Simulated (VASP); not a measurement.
# PbO2 (Fm-3m) in VASP: further runs

The runs below take PbO2 through single point, relaxation of cell and atoms, with r2SCAN.

Everything below comes from runs of VASP 6.6.1. Logs are shortened: lines on timing, memory, paths and dates and some standing lists are left out, and cuts for length are marked.

## 1. The cell of the first run

Symmetry: Fm-3m, No. 225, cubic system. Conventional cell: a = 5.140 Å, b = 5.140 Å, c = 5.140 Å, α = 90.00°, β = 90.00°, γ = 90.00°. Pb (site symmetry m-3m) has 8 O at 2.23 Å within 2.9 Å. O (site symmetry -43m) has 4 Pb at 2.23 Å and 6 O at 2.57 Å within 2.9 Å.

## 2. Single point, r2SCAN

Contents of POSCAR:

```
PbO2
1.0
    0.0000000000      2.5700000000      2.5700000000
    2.5700000000      0.0000000000      2.5700000000
    2.5700000000      2.5700000000      0.0000000000
Pb O
1 2
Direct
    0.0000000000      0.0000000000      0.0000000000
    0.2500000000      0.2500000000      0.2500000000
    0.7500000000      0.7500000000      0.7500000000
```

Contents of INCAR.step1:

```
SYSTEM = PbO2
ALGO = Normal ; EDIFF = 1E-4
ENCUT = 520 ; GGA = PE
ISMEAR = 0 ; LASPH = .TRUE.
LCHARG = .FALSE. ; LREAL = .FALSE.
LWAVE = .TRUE. ; NBANDS = 20
NELM = 100 ; PREC = Accurate
SIGMA = 0.1
```

Contents of INCAR.step2:

```
SYSTEM = PbO2
ALGO = Normal ; EDIFF = 1E-6
ENCUT = 520 ; ISIF = 2
ISMEAR = 0 ; ISTART = 1
LASPH = .TRUE. ; LCHARG = .FALSE.
LMIXTAU = .TRUE. ; LREAL = .FALSE.
LWAVE = .FALSE. ; METAGGA = R2SCAN
NBANDS = 20 ; NELM = 100
PREC = Accurate ; SIGMA = 0.1
```

Contents of KPOINTS:

```
k-points
0
G
  6 6 6
  0 0 0
```

Potentials or basis: VASP PAW PBE potentials, release 64 (Pb_d, O).

Run with:

```bash
$ cat potpaw_PBE.64/Pb_d/POTCAR potpaw_PBE.64/O/POTCAR > POTCAR
$ cp INCAR.step1 INCAR
$ mpirun -np 1 vasp_std > vasp.out
$ cp INCAR.step2 INCAR
$ mpirun -np 1 vasp_std > vasp.out
```

OUTCAR:

```text
SYSTEM = PbO2
   EDIFF = 1E-6
   ENCUT = 520
   ISIF = 2
   ISMEAR = 0
   ISTART = 1
   LASPH = .TRUE.
   LREAL = .FALSE.
   METAGGA = R2SCAN
   NELM = 100
   PREC = Accurate

 ion  position               nearest neighbor table
   1  0.000  0.000  0.000-   3 2.23   3 2.23   3 2.23   2 2.23   3 2.23   2 2.23   2 2.23   2 2.23

   2  0.250  0.250  0.250-   1 2.23   1 2.23   1 2.23   1 2.23
   3  0.750  0.750  0.750-   1 2.23   1 2.23   1 2.23   1 2.23

  LATTYP: Found a face centered cubic cell.
 ALAT       =     5.1400000000

  Lattice vectors:

 A1 = (   0.0000000000,   2.5700000000,   2.5700000000)
 A2 = (   2.5700000000,   0.0000000000,   2.5700000000)
 A3 = (   2.5700000000,   2.5700000000,   0.0000000000)

Analysis of symmetry for initial positions (statically):
=====================================================================
 Subroutine PRICEL returns:
 Original cell was already a primitive cell.

 Routine SETGRP: Setting up the symmetry group for a
 face centered cubic supercell.

 Subroutine GETGRP returns: Found 48 space group operations
 (whereof 48 operations were pure point group operations)
 out of a pool of 48 trial point group operations.

The static configuration has the point symmetry O_h .

Analysis of symmetry for dynamics (positions and initial velocities):
=====================================================================
 Subroutine PRICEL returns:
 Original cell was already a primitive cell.

 Routine SETGRP: Setting up the symmetry group for a
 face centered cubic supercell.

 Subroutine GETGRP returns: Found 48 space group operations
 (whereof 48 operations were pure point group operations)
 out of a pool of 48 trial point group operations.

The dynamic configuration has the point symmetry O_h .

 Subroutine INISYM returns: Found 48 space group operations
 (whereof 48 operations are pure point group operations),
 and found     1 'primitive' translations

----------------------------------------------------------------------------------------

                                     Primitive cell

  volume of cell :      33.9492

  direct lattice vectors                    reciprocal lattice vectors
[... 72 lines left out ...]
   ISTART =      1    job   : 0-new  1-cont  2-samecut
   ICHARG =      0    charge: 1-file 2-atom 10-const
   ISPIN  =      1    spin polarized calculation?
   LNONCOLLINEAR =      F non collinear calculations
   LSORBIT =      F    spin-orbit coupling
   LASPH  =      T    aspherical Exc in radial PAW
   ENCUT  =  520.0 eV  38.22 Ry    6.18 a.u.   6.76  6.76  6.76*2*pi/ulx,y,z
   NELM   =    100;   NELMIN=  2; NELMDL=  0     # of ELM steps
   EDIFF  = 0.1E-05   stopping-criterion for ELM
   LREAL  =      F    real-space projection
   EDIFFG = 0.1E-04   stopping-criterion for IOM
   NSW    =      0    number of steps for IOM
   IBRION =     -1    ionic relax: 0-MD 1-quasi-New 2-CG
   NFREE  =      0    steps in history (QN), initial steepest desc. (CG)
   ISIF   =      2    stress and relaxation
   ISYM   =      2    0-nonsym 1-usesym 2-fastsym
   POTIM  = 0.5000    time-step for ionic-motion
   TEBEG  =    0.0;   TEEND  =   0.0 temperature during run
   PSTRESS=    0.0 pullay stress
   NELECT =      26.0000    total number of electrons
   NUPDOWN=      -1.0000    fix difference up-down
   EMIN   =  10.00;   EMAX   =-10.00  energy-range for DOS
   EFERMI =   0.00;   METHOD = LEGACY
   ISMEAR =     0;   SIGMA  =   0.10  broadening in eV -4-tet -1-fermi 0-gaus
   EFERMI_NEDOS =   21; number of points for ismear=-14 and -15
   IALGO  =     38    algorithm
   IMIX   =      4    mixing-type and parameters
     AMIX     =   0.40;   BMIX     =  1.00
     AMIX_MAG =   1.60;   BMIX_MAG =  1.00
  volume/ion in A,a.u.               =      11.32        76.37
  Fermi-wavevector in a.u.,A,eV,Ry     =   1.497808  2.830447 30.523704  2.243429
  Thomas-Fermi vector in A             =   2.609648
   LORBIT       =      0    0 simple, 1 ext, 2 COOP (PROOUT), +10 PAW based schemes
   METAGGA = R2SCAN    functional components
   LHFCALC =     F    Hartree Fock is set to
   AEXX    =    0.0000 exact exchange contribution
   IVDW    =     0    specifies the selected vdW correction
   LEPSILON=     F    determine dielectric tensor
   LRPA    =     F    only Hartree local field effects (RPA)
 non-spin polarized calculation
 Gauss-broadening in eV      SIGMA  =   0.10
  energy-cutoff  :      520.00
  volume of cell :       33.95
 maximum number of plane-waves:       941
   NGX = 13   NGY = 13   NGZ = 13

 number of electron      25.9999990 magnetization

 Free energy of the ion-electron system (eV)
  ---------------------------------------------------
  ext. energy  EPLUGINS =         0.00000000
  ---------------------------------------------------
  free energy    TOTEN  =       -70.52559077 eV

  energy without entropy =      -70.52438532  energy(sigma->0) =      -70.52498805

 E-fermi :   7.4574     XC(G=0): -12.8042

 val. band max:        7.3596018826   @ k =  -0.3333   0.5000   0.1667
 cond. band min:       8.6878960611   @ k =   0.1667   0.0000   0.0000
 fundamental gap:      1.3282941784
 Fermi energy:         7.4574148666

 k-point     1 :       0.0000    0.0000    0.0000
  band No.  band energies     occupation
      1     -13.4420      2.00000
      2      -9.6860      2.00000
      3      -9.0801      2.00000
      4      -9.0801      2.00000
      5      -9.0801      2.00000
      6      -8.6063      2.00000
[... 357 lines left out ...]
     19      25.7600      0.00000
     20      25.8305      0.00000

------------------------ aborting loop because EDIFF is reached ----------------------------------------

  FORCE on cell =-STRESS in cart. coord.  units (eV):
  Direction    XX          YY          ZZ          XY          YZ          ZX
  --------------------------------------------------------------------------------------
  -------------------------------------------------------------------------------------
  Total        4.9048543      4.9048543      4.9048543     -0.0000000      0.0000000      0.0000000
  in kB      231.4767263    231.4767263    231.4767263     -0.0000000      0.0000000      0.0000000
  external PRESSURE =     231.4767263 kB  Pullay stress =       0.0000000 kB

 VOLUME and BASIS-vectors are now :
 -----------------------------------------------------------------------------
  energy-cutoff  :      520.00
  volume of cell :       33.95
      direct lattice vectors                 reciprocal lattice vectors
     0.000000000  2.570000000  2.570000000    -0.194552529  0.194552529  0.194552529
     2.570000000  0.000000000  2.570000000     0.194552529 -0.194552529  0.194552529
     2.570000000  2.570000000  0.000000000     0.194552529  0.194552529 -0.194552529

 POSITION                                       TOTAL-FORCE (eV/Angst)
 -----------------------------------------------------------------------------------
      0.00000      0.00000      0.00000         0.000000     -0.000000      0.000000
      1.28500      1.28500      1.28500         0.000000      0.000000      0.000000
      3.85500      3.85500      3.85500        -0.000000     -0.000000     -0.000000
 -----------------------------------------------------------------------------------
    total drift:                                0.000000     -0.000000      0.000000

  FREE ENERGIE OF THE ION-ELECTRON SYSTEM (eV)
  ---------------------------------------------------
  free  energy   TOTEN  =       -70.5255907710 eV

  energy  without entropy=      -70.5243853215  energy(sigma->0) =      -70.52498805
```

Wall time 34 s (1 thread of Intel Xeon 6975P-C (Granite Rapids), shared host); peak memory 0.16 GiB.

What came out:

| Quantity | Value |
| --- | --- |
| Free energy | -70.5256 eV |
| Pressure | 23.1 GPa |
| Band gap on the k mesh | zero (band 13 reaches 7.36 eV, above the bottom of band 14 at 6.21 eV) |

Caveat: the PAW data sets were made with another functional, which shifts forces and pressure a little; spin-orbit coupling is left out, which moves the levels of the heavy elements.

(Part 1 of 2 ends here.)
